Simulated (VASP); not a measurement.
## ZrH: single point with LDA

The system is ZrH.

```
Zr H
1.0
    -1.65343    1.65343    2.47564
     1.65343   -1.65343    2.47564
     1.65343    1.65343   -2.47564
Zr H
1 1
Direct
  0.00000 0.00000 0.00000
  0.75000 0.25000 0.50000
```

| Property | Result |
| --- | --- |
| Program | VASP 6.6.1 |
| Task | single point |
| Functional | LDA |
| Potentials or basis | VASP PAW LDA potentials, release 64 (Zr_sv, H) |
| Cutoff | 500 eV |
| k mesh | 11 × 11 × 11 |
| Occupations | fermi-dirac, width 0.1 eV |
| Spin | no spin polarisation |
| Dipole correction | no |
| Further INCAR settings | ALGO = Normal; EDIFF = 1e-06; NBANDS = 14 |

```
Pressure               : -6.4 GPa
Band gap on the k mesh : zero (an odd number of electrons rules out a gap without spin polarisation)
```

Levels at points of the mesh, in eV from the Fermi level:
| k point | band 3 | band 4 | band 5 | band 6 | band 7 | band 8 | band 9 | band 10 |
| --- | --- | --- | --- | --- | --- | --- | --- | --- |
| (0.00, 0.00, 0.00) | -26.42 | -26.42 | -7.76 | 0.23 | 0.71 | 0.71 | 2.42 | 3.18 |

Wall time 24 s on 1 thread of Intel(R) Xeon(R) Platinum 8488C (Sapphire Rapids), on a shared host, peak memory 0.17 GiB.

Caveat: the cell stands under tension.
